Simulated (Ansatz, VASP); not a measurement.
## HfO2: VASP beside Ansatz

```xyz
3
Lattice="0.0000 2.5292 2.5798 2.5292 0.0000 2.5798 2.5292 2.5292 0.0000" Properties=species:S:1:pos:R:3 pbc="T T T"
Hf    0.0000    0.0000    0.0000
O     1.2646    1.2646    1.2899
O     3.7938    3.7938    3.8696
```

Change from the starting cell: uniaxial_z strain +2.0%.

Alike in both runs: task single point; functional r2SCAN; k mesh 8 × 8 × 8; no spin polarisation.

```csv
,VASP,Ansatz
version,VASP 6.6.1,Ansatz 0.2.0
potentials or method,"VASP PAW PBE potentials, release 64 (Hf_pv, O)","plane waves, PAW"
plane-wave cutoff (eV),520,500
occupations,"gaussian, width 0.01 eV",fixed
valence electrons in the cell,22,38
```

```tsv
	VASP	Ansatz	Ansatz less VASP
gap on the k mesh at the Fermi level (eV)	4.16	4.16	-0.004
pressure (GPa)	-8.9	-5.1	+3.79
traceless stress, the component that is largest in VASP (GPa)	-6.46	-6.35	+0.106
```

VASP's potentials were made for PBE, not for r2SCAN. VASP's potentials hold 22 valence electrons a cell and Ansatz's 38, so a difference there can come from the potentials and not from the codes.

Spin-orbit coupling is off throughout.
